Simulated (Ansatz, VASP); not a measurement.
One calculation of MoH3, two programs

INCAR

```
SYSTEM = MoH3
PREC     = Accurate       ! precision mode
ENCUT    = 520            ! plane-wave cutoff, eV
EDIFF    = 1E-7           ! SCF threshold, eV
ISMEAR   = 0              ! smearing method
SIGMA    = 0.1            ! smearing width, eV
LREAL    = .FALSE.        ! projectors in reciprocal space
LASPH    = .TRUE.         ! aspherical terms in the spheres
NELM     = 150            ! most SCF steps
ALGO     = Normal         ! electronic algorithm
ISIF     = 2              ! what is computed and relaxed
LWAVE    = .FALSE.        ! write WAVECAR
LCHARG   = .FALSE.        ! write CHGCAR
ISPIN    = 2              ! spin polarisation
MAGMOM   = 0 0 0 1        ! initial moments
LORBIT   = 11             ! projections on sites
LMAXMIX  = 4              ! l up to which the mixer works
GGA      = PE             ! functional
NBANDS   = 20             ! bands
```

KPOINTS

```
regular mesh
0
G
  6 6 6
  0 0 0
```

POSCAR

```
MoH3
1.0
    0.0000000000      2.2574801389      2.2574801389
    2.2574801389      0.0000000000      2.2574801389
    2.2574801389      2.2574801389      0.0000000000
H Mo
3 1
Direct
    0.2500000000      0.2500000000      0.2500000000
    0.7500000000      0.7500000000      0.7500000000
    0.5000000000      0.5000000000      0.5000000000
    0.0000000000      0.0000000000      0.0000000000
```

Input for Ansatz:

```yaml
crystal:
  lattice:
    - [0.0, 2.2574801389, 2.2574801389]
    - [2.2574801389, 0.0, 2.2574801389]
    - [2.2574801389, 2.2574801389, 0.0]
  atoms:
    - { symbol: H, position: [0.25, 0.25, 0.25] }
    - { symbol: H, position: [0.75, 0.75, 0.75] }
    - { symbol: H, position: [0.5, 0.5, 0.5] }
    - { symbol: Mo, position: [0.0, 0.0, 0.0], spin: 1.0 }
basis:
  ecutwfc: 420
kpoints:
  mp_grid: { grid: [6, 6, 6] }
hamiltonian:
  xc: pbe
scf:
  occupations: { method: gaussian, width: 0.1 }
  lower_state_search: "off"
output:
  forces: true
  stress: true
  eigenvalues: true
  populations: true
magnetization:
  spin_polarized: true
```

Change from the starting cell: species swapped into the Li3In type (Fm-3m, No. 225).

Alike in both runs: task single point; functional PBE; k mesh 6 × 6 × 6; occupations gaussian, width 0.1 eV; collinear spin.

```csv
,VASP,Ansatz
version,VASP 6.6.1,Ansatz 0.2.0
potentials or method,"VASP PAW PBE potentials, release 64 (H, Mo_sv), cutoff 520 eV","scalar-relativistic, plane waves, PAW"
valence electrons in the cell,17,17
```

VASP gave:

| Quantity | Value |
| --- | --- |
| gap on the k mesh at the Fermi level (eV) | none |
| pressure (GPa) | -0.1 |
| net moment per atom (μB) | 0.00 |

Q: Which values does Ansatz return?

A: gap on the k mesh at the Fermi level (eV): none; pressure (GPa): -0.2; net moment per atom (μB): 0.00.

A gap of «none» marks a metal or a gap that the smearing closes. The functional is the same, so the differences come from potentials, cutoffs and numerics. Ansatz's warnings: seeded moment not kept.

The k mesh is coarse, so the values compare programs but aren't converged.
